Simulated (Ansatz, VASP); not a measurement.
**BP in VASP and in Ansatz**

```xyz
2
Lattice="0.0000 2.2536 2.2536 2.2536 0.0000 2.2536 2.2536 2.2536 0.0000" Properties=species:S:1:pos:R:3 pbc="T T T"
B     0.0000    0.0000    0.0000
P     3.3805    3.3805    3.3805
```

Alike in both runs: functional PBE; dispersion D3(BJ); k mesh 10 × 10 × 10; occupations gaussian, width 0.02 eV; no spin polarisation.

Ansatz relaxed the structure, and its values are those at the end. VASP's run is a single point on that final structure, the one shown.

```csv
,VASP,Ansatz
version,VASP 6.6.1,Ansatz 0.2.0
potentials or method,"VASP PAW PBE potentials, release 64 (B, P), cutoff 520 eV","scalar-relativistic, plane waves, PAW"
valence electrons in the cell,8,8
```

|  | VASP | Ansatz | Ansatz less VASP |
| --- | --- | --- | --- |
| gap on the k mesh at the Fermi level (eV) | 1.21 | 1.22 | +0.004 |
| least direct gap on the mesh (eV) | 3.43 | 3.44 | +0.004 |
| pressure (GPa) | -0.2 | 0.0 | +0.26 |
